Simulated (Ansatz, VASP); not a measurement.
MoIr4: VASP beside Ansatz

```
Mo Ir
1.0
     4.50175    0.00000    0.00000
    -2.25088    3.89863    0.00000
     0.00000    0.00000    5.13129
Mo Ir
1 4
Direct
  0.00000 0.00000 0.00000
  0.33333 0.66667 0.00000
  0.66667 0.33333 0.00000
  0.33333 0.66667 0.50000
  0.66667 0.33333 0.50000
```

Alike in both runs: functional PBE; k mesh 6 × 6 × 4; occupations gaussian, width 0.1 eV; no spin polarisation.

Ansatz relaxed the structure, and its values are those at the end. VASP's run is a single point on that final structure, the one shown.

|  | VASP | Ansatz |
| --- | --- | --- |
| version | VASP 6.6.1 | Ansatz 0.2.0 |
| potentials or method | VASP PAW PBE potentials, release 64 (Mo_sv, Ir), cutoff 520 eV | scalar-relativistic, plane waves, PAW |
| valence electrons in the cell | 50 | 82 |

Ansatz gave:

* gap on the k mesh at the Fermi level (eV): none
* pressure (GPa): 0.0

Estimate VASP's values.

gap on the k mesh at the Fermi level (eV): none; pressure (GPa): 0.2.

A gap of «none» marks a metal or a gap that the smearing closes. The functional is the same, so the differences come from potentials, cutoffs and numerics. VASP's potentials hold 50 valence electrons a cell and Ansatz's 82, so a difference there can come from the potentials and not from the codes.

Neither program's run includes spin-orbit coupling.
